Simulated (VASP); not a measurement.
C, 8 atoms in the cell. The structure is hexagonal, space group P6_3/mmc (No. 194). The conventional cell has a = 2.409 Å, b = 2.409 Å, c = 8.280 Å, α = 90.00°, β = 90.00°, γ = 120.00°. C (site symmetry 3m) has 4 C at 1.48 to 1.54 Å within 2.0 Å. Within 2.0 Å of C (site symmetry 3m) lie 4 C at 1.48 to 1.57 Å.  This cell differs from its parent crystal: strain -0.0400 x Voigt [1, 1, 0, 0, 0, 0].

- Program: VASP 6.6.1
- Task: single point
- Functional: r2SCAN
- Potentials or basis: VASP PAW PBE potentials, release 64 (C)
- Cutoff: 520 eV
- k mesh: 12 × 12 × 4
- Occupations: gaussian, width 0.05 eV
- Spin: no spin polarisation
- Dipole correction: no
- Further INCAR settings: ALGO = Normal; EDIFF = 1e-06; NBANDS = 26

Potentials or basis: VASP PAW PBE potentials, release 64 (C).

The run is started by

```sh
$ cat potpaw_PBE.64/C/POTCAR > POTCAR
$ cp INCAR.step1 INCAR
$ mpirun -np 1 vasp_std > vasp.out
$ cp INCAR.step2 INCAR
$ mpirun -np 1 vasp_std > vasp.out
```

Hardware: 1 thread of Intel(R) Xeon(R) Platinum 8488C (Sapphire Rapids), on a shared host.

Problem. Estimate the wall time of this run.

Solution. Wall time 120 s on 1 thread of Intel(R) Xeon(R) Platinum 8488C (Sapphire Rapids), with other jobs on the host, peak memory 0.17 GiB. Counts: k points 57.
